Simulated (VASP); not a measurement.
# MgO (P-6m2) in VASP: a series of runs

Runs on MgO. Level: PBE. Tasks: single point.

Everything below comes from runs of VASP 6.6.1. Logs are shortened: lines on timing, memory, paths and dates and some standing lists are left out, and cuts for length are marked.

## Step 1: The cell of the first run

It takes space group P-6m2 (No. 187, hexagonal). Conventional cell: a = 2.938 Å, b = 2.938 Å, c = 2.680 Å, α = 90.00°, β = 90.00°, γ = 120.00°. Mg (site symmetry -6m2) has 6 O at 2.16 Å and 2 Mg at 2.68 Å within 2.9 Å. O (site symmetry -6m2) has 6 Mg at 2.16 Å and 2 O at 2.68 Å within 2.9 Å.

## Step 2: Single point, PBE

INCAR reads:

```
ALGO = Normal ; EDIFF = 1E-6
ENCUT = 600 ; GGA = PE
GGA_COMPAT = False ; ISIF = 2
ISMEAR = 0 ; LASPH = True
LCHARG = False ; LREAL = False
LWAVE = False ; NBANDS = 11
NELM = 120 ; PREC = Accurate
SIGMA = 0.1
```

KPOINTS reads:

```
k-points
0
Gamma
  3 3 3
```

POSCAR reads:

```
MgO
1.0
    2.9380209034      0.0000000000      0.0000000000
   -1.4690104517      2.5444007392      0.0000000000
    0.0000000000      0.0000000000      2.6796800000
Mg O
1 1
Direct
    0.0000000000      0.0000000000      0.0000000000
    0.3333333333      0.6666666667      0.5000000000
```

Potentials or basis: VASP PAW PBE potentials, release 64 (Mg, O).

Started as:

```
$ cat potpaw_PBE.64/Mg/POTCAR potpaw_PBE.64/O/POTCAR > POTCAR
$ mpirun -np 1 vasp_std > vasp.out
```

OUTCAR:

```text
EDIFF = 1E-6
   ENCUT = 600
   GGA = PE
   ISIF = 2
   ISMEAR = 0
   LASPH = True
   LREAL = False
   NELM = 120
   PREC = Accurate

 ion  position               nearest neighbor table
   1  0.000  0.000  0.000-   2 2.16   2 2.16   2 2.16   2 2.16   2 2.16   2 2.16
   2  0.333  0.667  0.500-   1 2.16   1 2.16   1 2.16   1 2.16   1 2.16   1 2.16

  LATTYP: Found a hexagonal cell.
 ALAT       =     2.9380209034
 C/A-ratio  =     0.9120697531

  Lattice vectors:

 A1 = (   2.9380209034,   0.0000000000,   0.0000000000)
 A2 = (  -1.4690104517,   2.5444007392,   0.0000000000)
 A3 = (   0.0000000000,   0.0000000000,   2.6796800000)

Analysis of symmetry for initial positions (statically):
=====================================================================
 Subroutine PRICEL returns:
 Original cell was already a primitive cell.

 Routine SETGRP: Setting up the symmetry group for a
 hexagonal supercell.

 Subroutine GETGRP returns: Found 12 space group operations
 (whereof 12 operations were pure point group operations)
 out of a pool of 24 trial point group operations.

The static configuration has the point symmetry D_3h.

Analysis of symmetry for dynamics (positions and initial velocities):
=====================================================================
 Subroutine PRICEL returns:
 Original cell was already a primitive cell.

 Routine SETGRP: Setting up the symmetry group for a
 hexagonal supercell.

 Subroutine GETGRP returns: Found 12 space group operations
 (whereof 12 operations were pure point group operations)
 out of a pool of 24 trial point group operations.

The dynamic configuration has the point symmetry D_3h.

 Subroutine INISYM returns: Found 12 space group operations
 (whereof 12 operations are pure point group operations),
 and found     1 'primitive' translations

----------------------------------------------------------------------------------------

                                     Primitive cell

  volume of cell :      20.0320

  direct lattice vectors                    reciprocal lattice vectors
     2.938020903  0.000000000  0.000000000     0.340365175  0.196509926  0.000000000
    -1.469010452  2.544400739  0.000000000     0.000000000  0.393019851  0.000000000
     0.000000000  0.000000000  2.679680000     0.000000000  0.000000000  0.373178887

  length of vectors
     2.938020903  2.938020903  2.679680000     0.393019851  0.393019851  0.373178887

  position of ions in fractional coordinates (direct lattice)
     0.000000000  0.000000000  0.000000000
     0.333333333  0.666666667  0.500000000

  ion indices of the primitive-cell ions
   primitive index   ion index
                 1           1
                 2           2

----------------------------------------------------------------------------------------

 KPOINTS: k-points

Automatic generation of k-mesh.
 Grid dimensions read from file:
 generate k-points for:    3    3    3

 Generating k-lattice:

  Cartesian coordinates                     Fractional coordinates (reciprocal lattice)
     0.113455058  0.065503309  0.000000000     0.333333333 -0.000000000  0.000000000
     0.000000000  0.131006617  0.000000000     0.000000000  0.333333333  0.000000000
     0.000000000  0.000000000  0.124392962     0.000000000  0.000000000  0.333333333

  Length of vectors
     0.131006617  0.131006617  0.124392962

  Shift w.r.t. Gamma in fractional coordinates (k-lattice)
     0.000000000  0.000000000  0.000000000

 Subroutine IBZKPT returns following result:
 ===========================================

 Found      6 irreducible k-points:

 Following reciprocal coordinates:
            Coordinates               Weight
  0.000000  0.000000  0.000000      1.000000
  0.333333  0.000000  0.000000      6.000000
  0.333333  0.333333  0.000000      2.000000
  0.000000  0.000000  0.333333      2.000000
  0.333333  0.000000  0.333333     12.000000
  0.333333  0.333333  0.333333      4.000000
   k-points           NKPTS =      6   k-points in BZ     NKDIM =      6   number of bands    NBANDS=     11
   number of dos      NEDOS =    301   number of ions     NIONS =      2
   total plane-waves  NPLWV =  13824
   dimension x,y,z NGX =    24 NGY =   24 NGZ =   24
   dimension x,y,z NGXF=    48 NGYF=   48 NGZF=   48
   ions per type =               1   1
   NGX,Y,Z   is equivalent  to a cutoff of  13.58, 13.58, 14.89 a.u.
   NGXF,Y,Z  is equivalent  to a cutoff of  27.16, 27.16, 29.78 a.u.
 SYSTEM =  unknown system
   PREC   = accura    normal or accurate (medium, high low for compatibility)
   ISTART =      0    job   : 0-new  1-cont  2-samecut
   ICHARG =      2    charge: 1-file 2-atom 10-const
   ISPIN  =      1    spin polarized calculation?
   LNONCOLLINEAR =      F non collinear calculations
   LSORBIT =      F    spin-orbit coupling
   LASPH  =      T    aspherical Exc in radial PAW
   ENCUT  =  600.0 eV  44.10 Ry    6.64 a.u.   5.87  5.87  5.35*2*pi/ulx,y,z
   NELM   =    120;   NELMIN=  2; NELMDL= -5     # of ELM steps
   EDIFF  = 0.1E-05   stopping-criterion for ELM
   LREAL  =      F    real-space projection
   EDIFFG = 0.1E-04   stopping-criterion for IOM
   NSW    =      0    number of steps for IOM
   IBRION =     -1    ionic relax: 0-MD 1-quasi-New 2-CG
   NFREE  =      0    steps in history (QN), initial steepest desc. (CG)
   ISIF   =      2    stress and relaxation
   ISYM   =      2    0-nonsym 1-usesym 2-fastsym
   POTIM  = 0.5000    time-step for ionic-motion
   TEBEG  =    0.0;   TEEND  =   0.0 temperature during run
   PSTRESS=    0.0 pullay stress
   NELECT =       8.0000    total number of electrons
   NUPDOWN=      -1.0000    fix difference up-down
   EMIN   =  10.00;   EMAX   =-10.00  energy-range for DOS
   EFERMI =   0.00;   METHOD = LEGACY
   ISMEAR =     0;   SIGMA  =   0.10  broadening in eV -4-tet -1-fermi 0-gaus
   EFERMI_NEDOS =   21; number of points for ismear=-14 and -15
   IALGO  =     38    algorithm
   IMIX   =      4    mixing-type and parameters
     AMIX     =   0.40;   BMIX     =  1.00
     AMIX_MAG =   1.60;   BMIX_MAG =  1.00
  volume/ion in A,a.u.               =      10.02        67.59
  Fermi-wavevector in a.u.,A,eV,Ry     =   1.205583  2.278221 19.775115  1.453430
  Thomas-Fermi vector in A             =   2.341275
   LORBIT       =      0    0 simple, 1 ext, 2 COOP (PROOUT), +10 PAW based schemes
   GGA     = PE    functional components
   LHFCALC =     F    Hartree Fock is set to
   AEXX    =    0.0000 exact exchange contribution
   IVDW    =     0    specifies the selected vdW correction
   LEPSILON=     F    determine dielectric tensor
   LRPA    =     F    only Hartree local field effects (RPA)
 non-spin polarized calculation
 Gauss-broadening in eV      SIGMA  =   0.10
  energy-cutoff  :      600.00
  volume of cell :       20.03
 maximum number of plane-waves:       678
 NGX is ok and might be reduce to    24
   NGX = 11   NGY = 11   NGZ = 11

 number of electron       7.9999996 magnetization

 Free energy of the ion-electron system (eV)
  ---------------------------------------------------
  ext. energy  EPLUGINS =         0.00000000
  ---------------------------------------------------
  free energy    TOTEN  =       -11.12368246 eV

  energy without entropy =      -11.12368246  energy(sigma->0) =      -11.12368246

 E-fermi :   3.9002     XC(G=0): -10.7163

 val. band max:        3.3995804612   @ k =   0.3333   0.3333   0.0000
 cond. band min:       6.3360898112   @ k =   0.0000   0.0000   0.0000
 fundamental gap:      2.9365093501
 Fermi energy:         3.9001884469

 k-point     1 :       0.0000    0.0000    0.0000
  band No.  band energies     occupation
      1     -14.0487      2.00000
      2       2.7879      2.00000
      3       2.7879      2.00000
      4       2.9930      2.00000
      5       6.3361      0.00000
      6      15.1949      0.00000
      7      18.8751      0.00000
      8      18.8751      0.00000
      9      23.1523      0.00000
     10      24.2001      0.00000
     11      25.8209      0.00000

 k-point     2 :       0.3333    0.0000    0.0000
  band No.  band energies     occupation
      1     -13.2977      2.00000
      2      -0.6931      2.00000
      3       2.2359      2.00000
      4       3.2568      2.00000
      5       9.4494      0.00000
      6      13.8206      0.00000
      7      17.0300      0.00000
      8      20.6847      0.00000
      9      22.7117      0.00000
     10      24.2923      0.00000
     11      28.4412      0.00000

 k-point     3 :       0.3333    0.3333    0.0000
  band No.  band energies     occupation
      1     -12.8719      2.00000
      2      -0.3233      2.00000
      3      -0.3070      2.00000
      4       3.3996      2.00000
      5      11.8015      0.00000
      6      14.6348      0.00000
      7      14.8573      0.00000
      8      22.7628      0.00000
      9      23.0171      0.00000
     10      24.4666      0.00000
     11      24.5416      0.00000

 k-point     4 :       0.0000    0.0000    0.3333
  band No.  band energies     occupation
      1     -13.2770      2.00000
      2      -1.0206      2.00000
      3       3.1652      2.00000
      4       3.1652      2.00000
      5       9.6832      0.00000
      6      14.2304      0.00000
      7      20.1938      0.00000
      8      20.1938      0.00000
      9      22.4454      0.00000
     10      22.4454      0.00000
     11      25.0083      0.00000

 k-point     5 :       0.3333    0.0000    0.3333
  band No.  band energies     occupation
      1     -12.6813      2.00000
      2      -0.1423      2.00000
      3       0.4961      2.00000
      4       2.6040      2.00000
      5      10.2653      0.00000
      6      14.0864      0.00000
      7      17.5701      0.00000
      8      19.1204      0.00000
      9      19.4648      0.00000
     10      24.5222      0.00000
     11      24.9241      0.00000

 k-point     6 :       0.3333    0.3333    0.3333
  band No.  band energies     occupation
      1     -12.3476      2.00000
      2       0.5433      2.00000
      3       0.5546      2.00000
      4       0.6312      2.00000
      5      10.3433      0.00000
      6      14.3499      0.00000
      7      17.2074      0.00000
      8      18.4912      0.00000
      9      18.6312      0.00000
     10      24.6035      0.00000
     11      29.4924      0.00000

------------------------ aborting loop because EDIFF is reached ----------------------------------------

  FORCE on cell =-STRESS in cart. coord.  units (eV):
  Direction    XX          YY          ZZ          XY          YZ          ZX
  --------------------------------------------------------------------------------------
  -------------------------------------------------------------------------------------
  Total       -0.0347776     -0.0347776     -0.1099380      0.0000000     -0.0000000      0.0000000
  in kB       -2.7815507     -2.7815507     -8.7929594      0.0000000     -0.0000000      0.0000000
  external PRESSURE =      -4.7853536 kB  Pullay stress =       0.0000000 kB

 VOLUME and BASIS-vectors are now :
 -----------------------------------------------------------------------------
  energy-cutoff  :      600.00
  volume of cell :       20.03
      direct lattice vectors                 reciprocal lattice vectors
     2.938020903  0.000000000  0.000000000     0.340365175  0.196509926  0.000000000
    -1.469010452  2.544400739  0.000000000     0.000000000  0.393019851  0.000000000
     0.000000000  0.000000000  2.679680000     0.000000000  0.000000000  0.373178887

 POSITION                                       TOTAL-FORCE (eV/Angst)
 -----------------------------------------------------------------------------------
      0.00000      0.00000      0.00000        -0.000000      0.000000      0.000000
     -0.00000      1.69627      1.33984         0.000000      0.000000      0.000000
 -----------------------------------------------------------------------------------
    total drift:                                0.000000     -0.000000     -0.000000

  FREE ENERGIE OF THE ION-ELECTRON SYSTEM (eV)
  ---------------------------------------------------
  free  energy   TOTEN  =       -11.1236824555 eV

  energy  without entropy=      -11.1236824555  energy(sigma->0) =      -11.12368246
```

Wall time 6.2 s (1 thread of Intel Xeon 8259CL, shared host); peak memory 0.13 GiB.

What came out:

- Free energy: -11.1237 eV
- Pressure: -0.5 GPa
- Band gap on the k mesh: 2.94 eV, indirect (least direct gap 3.34 eV)

Levels at points of the mesh, in eV from the valence-band top:
| k point | band 2 | band 3 | band 4 | band 5 | band 6 | band 7 |
| --- | --- | --- | --- | --- | --- | --- |
| (0.00, 0.00, 0.00) | -0.61 | -0.61 | -0.41 | 2.94 | 11.80 | 15.48 |

Caveat: the k points lie up to 0.82 Å⁻¹ apart. A k mesh can miss the band edges.

## Step 3: Single point, PBE

INCAR reads:

```
PREC = Accurate ; ENCUT = 600
EDIFF = 1E-6 ; ISMEAR = -1
SIGMA = 0.13605693122994 ; LREAL = F
LASPH = T ; NELM = 120
ALGO = Normal ; ISIF = 2
LWAVE = F ; LCHARG = T
GGA = PE ; LELF = T
LVHAR = T ; NBANDS = 11
NELECT = 7.0 ; GGA_COMPAT = F
```

KPOINTS reads:

```
regular mesh
0
Gamma
  3 3 2
```

POSCAR is that of step 2.

Potentials or basis: VASP PAW PBE potentials, release 64 (Mg, O).

Started as:

```
$ cat potpaw_PBE.64/Mg/POTCAR potpaw_PBE.64/O/POTCAR > POTCAR
$ mpirun -np 1 vasp_std > vasp.out
```

It took 10 s on 1 thread of Intel Xeon 8259CL, shared host; peak memory 0.13 GiB.

It converged, with:

* Free energy: -13.3549 eV

Levels at points of the mesh, in eV from the Fermi level:
```tsv
k point	band 1	band 2	band 3	band 4	band 5	band 6
(0.00, 0.00, 0.00)	-16.77	-0.17	-0.09	-0.09	5.64	14.69
(0.00, 0.00, 0.50)	-15.90	-4.03	0.30	0.30	10.85	11.04
```

Caveat: the k points lie up to 1.17 Å⁻¹ apart; the cell carries a net charge on a neutralising background, which shifts energy and pressure; the cell is charged against a uniform background, so pressure and absolute levels hang on convention; an odd number of electrons without spin polarisation forces a metal; a magnetic or distorted state may lie lower.

## Step 4: Single point, PBE

INCAR reads:

```
ALGO = Normal ; EDIFF = 1E-6
ENCUT = 600 ; GGA = PE
GGA_COMPAT = F ; ISIF = 2
ISMEAR = 0 ; LASPH = T
LCHARG = F ; LREAL = F
LWAVE = F ; NBANDS = 11
NELM = 120 ; PREC = Accurate
SIGMA = 0.1
```

KPOINTS reads:

```
k-points
0
Gamma
  3 3 4
```

POSCAR is that of step 3.

Started as:

```
$ cat potpaw_PBE.64/Mg/POTCAR potpaw_PBE.64/O/POTCAR > POTCAR
$ mpirun -np 1 vasp_std > vasp.out
```

Wall time 7.4 s (1 thread of Intel Xeon 8259CL, shared host); peak memory 0.13 GiB.

Results (log left out):

- Free energy: -11.1563 eV
- Pressure: -0.6 GPa
- Band gap on the k mesh: 2.96 eV, indirect (least direct gap 3.36 eV)

Stress tensor (GPa, compression positive):
```
-0.32  0.00  0.00
 0.00 -0.32  0.00
 0.00  0.00 -1.11
```

Levels at points of the mesh, in eV from the valence-band top:
```tsv
k point	band 1	band 2	band 3	band 4	band 5	band 6	band 7	band 8
(0.00, 0.00, 0.00)	-17.44	-0.60	-0.60	-0.40	2.96	11.81	15.50	15.50
(0.00, 0.00, 0.50)	-16.36	-5.38	-0.09	-0.09	8.24	8.98	17.49	17.49
```

Caveat: the k points lie up to 0.82 Å⁻¹ apart.

## Step 5: Single point, PBE

INCAR reads:

```
SYSTEM = MgO
PREC = Accurate
ENCUT = 600
EDIFF = 1E-6
ISMEAR = 0
SIGMA = 0.01
LREAL = .FALSE.
LASPH = .TRUE.
NELM = 120
ALGO = Normal
ISIF = 2
LWAVE = .FALSE.
LCHARG = .FALSE.
GGA = PE
NBANDS = 11
GGA_COMPAT = .FALSE.
```

KPOINTS reads:

```
regular mesh
0
G
  5 5 5
  0 0 0
```

POSCAR is that of step 4.

Started as:

```
$ cat potpaw_PBE.64/Mg/POTCAR potpaw_PBE.64/O/POTCAR > POTCAR
$ mpirun -np 1 vasp_std > vasp.out
```

Wall time 8.3 s (1 thread of Intel Xeon 8259CL, shared host); peak memory 0.13 GiB.

Results (log left out):

* Free energy: -11.2283 eV
* Pressure: -0.9 GPa
* Band gap on the k mesh: 3.01 eV, indirect (least direct gap 3.40 eV)

Stress tensor (GPa, compression positive):
```
-0.86  0.00  0.00
 0.00 -0.86  0.00
 0.00  0.00 -0.94
```

Levels at points of the mesh, in eV from the valence-band top:
```csv
k point,band 1,band 2,band 3,band 4,band 5,band 6,band 7,band 8,band 9
"(0.00, 0.00, 0.00)",-17.42,-0.58,-0.58,-0.38,3.01,11.88,15.58,15.58,19.84
```

Caveat: the k points lie up to 0.49 Å⁻¹ apart. A k mesh can miss the band edges.

## Step 6: Summary

```csv
k mesh,smearing,gap on the mesh (eV),pressure (GPa)
3 × 3 × 3,gaussian 0.1 eV,2.94,-0.5
3 × 3 × 4,gaussian 0.1 eV,2.96,-0.6
5 × 5 × 5,gaussian 0.01 eV,3.01,-0.9
```

Alike in all rows: task single point; level PBE; potentials or basis VASP PAW PBE potentials, release 64 (Mg, O); no spin polarisation; cell as given; cutoff (eV) 600.

Caveats: all runs use coarse meshes.

Absolute energies hang on the potentials; compare differences alone.
